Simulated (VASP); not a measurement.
Set up this calculation in VASP 6.6.1, as the native input.

- Task: single point
- Functional: r2SCAN
- Potentials or basis: VASP PAW PBE potentials, release 64 (Sc_sv)
- Cutoff: 520 eV
- k mesh: 3 × 3 × 2
- Occupations: fermi-dirac, width 0.1 eV
- Spin: no spin polarisation
- Dipole correction: no
- Further INCAR settings: ALGO = Normal; EDIFF = 1e-06; NBANDS = 18

Sc:

```xyz
2
Lattice="3.3281 0.0000 0.0000 -1.6640 2.8822 0.0000 0.0000 0.0000 5.2121" Properties=species:S:1:pos:R:3 pbc="T T T"
Sc    0.0000    1.9215    1.3030
Sc    1.6640    0.9607    3.9091
```

These files were run (other wordings do the same):

POSCAR

```
Sc
1.0
    3.3280716152      0.0000000000      0.0000000000
   -1.6640358076      2.8821945644      0.0000000000
    0.0000000000      0.0000000000      5.2121495536
Sc
2
Direct
    0.3333333333      0.6666666667      0.2500000000
    0.6666666667      0.3333333333      0.7500000000
```

INCAR.step1

```
  ALGO = Normal
  EDIFF = 1E-4
  ENCUT = 520
  GGA = PE
  ISMEAR = -1
  LASPH = True
  LCHARG = False
  LREAL = False
  LWAVE = True
  NBANDS = 18
  NELM = 100
  PREC = Accurate
  SIGMA = 0.1
```

INCAR.step2

```
  ALGO = Normal
  EDIFF = 1E-6
  ENCUT = 520
  ISIF = 2
  ISMEAR = -1
  ISTART = 1
  LASPH = True
  LCHARG = True
  LELF = True
  LMIXTAU = True
  LREAL = False
  LVHAR = True
  LWAVE = False
  METAGGA = R2SCAN
  NBANDS = 18
  NELM = 100
  PREC = Accurate
  SIGMA = 0.1
```

KPOINTS

```
k-points
0
Gamma
  3 3 2
```

Potentials or basis: VASP PAW PBE potentials, release 64 (Sc_sv).

Command:

```sh
$ cat potpaw_PBE.64/Sc_sv/POTCAR > POTCAR
$ cp INCAR.step1 INCAR
$ mpirun -np 1 vasp_std > vasp.out
$ cp INCAR.step2 INCAR
$ mpirun -np 1 vasp_std > vasp.out
```

It gave:

* Pressure: -0.3 GPa
* Band gap on the k mesh: zero (bands 11 and 12 overlap by 1.52 eV)

Caveat: the k points lie up to 0.73 Å⁻¹ apart, too coarse for converged energies and pressures of a metal; the PAW data sets were made with another functional, which shifts forces and pressure a little.

Run time: 17 s on 1 thread of Intel(R) Xeon(R) 6975P-C (Granite Rapids), with other jobs on the host, peak memory 0.17 GiB.
